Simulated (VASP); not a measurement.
Set up this calculation in VASP 6.6.1, as the native input.

```
Task                   : single point
Functional             : PBE
Potentials or basis    : VASP PAW PBE potentials, release 64 (Cs_sv)
Cutoff                 : 520 eV
k mesh                 : 6 × 6 × 3
Occupations            : fermi-dirac, width 0.05 eV
Spin                   : no spin polarisation
Dipole correction      : no
Further INCAR settings : ALGO = Fast; EDIFF = 1e-07; NBANDS = 16
```

The structure of Cs lies in POSCAR:

```
Cs
1.0
    5.5663060538      0.0000000000      0.0000000000
   -2.7831530269      4.8205624479      0.0000000000
    0.0000000000      0.0000000000      9.2584789600
Cs
2
Direct
    0.6599840000      0.3297530000      0.7480600000
    0.3419590000      0.6789650000      0.2479700000
```

This cell differs from its parent crystal: atoms moved at random.

These files were run (other wordings do the same):

INCAR

```
ALGO     = Fast           # electronic algorithm
EDIFF    = 1E-7           # SCF threshold, eV
ENCUT    = 520            # plane-wave cutoff, eV
GGA      = PE             # functional
ISIF     = 2              # what is computed and relaxed
ISMEAR   = -1             # smearing method
LASPH    = T              # aspherical terms in the spheres
LCHARG   = T              # write CHGCAR
LELF     = T              # ELF
LREAL    = F              # projectors in reciprocal space
LVHAR    = T            
LWAVE    = F              # write WAVECAR
NBANDS   = 16             # bands
NELM     = 60             # most SCF steps
PREC     = Accurate       # precision mode
SIGMA    = 0.05           # smearing width, eV
```

KPOINTS

```
k-points
0
Gamma
  6 6 3
```

Potentials or basis: VASP PAW PBE potentials, release 64 (Cs_sv).

The run is started by

```console
$ cat potpaw_PBE.64/Cs_sv/POTCAR > POTCAR
$ mpirun -np 1 vasp_std > vasp.out
```

It gave:

- Pressure: -0.1 GPa
- Largest force: 0.003 eV/Å
- Band gap on the k mesh: zero (bands 9 and 10 overlap by 1.39 eV)

Caveat: the cell differs from its parent crystal (atoms moved at random); spin-orbit coupling is left out, which moves the levels of the heavy elements.

It took 4.7 min on 1 thread of Intel(R) Xeon(R) Platinum 8259CL CPU @ 2.50GHz (Skylake/Cascade Lake), on a shared host, peak memory 0.44 GiB.
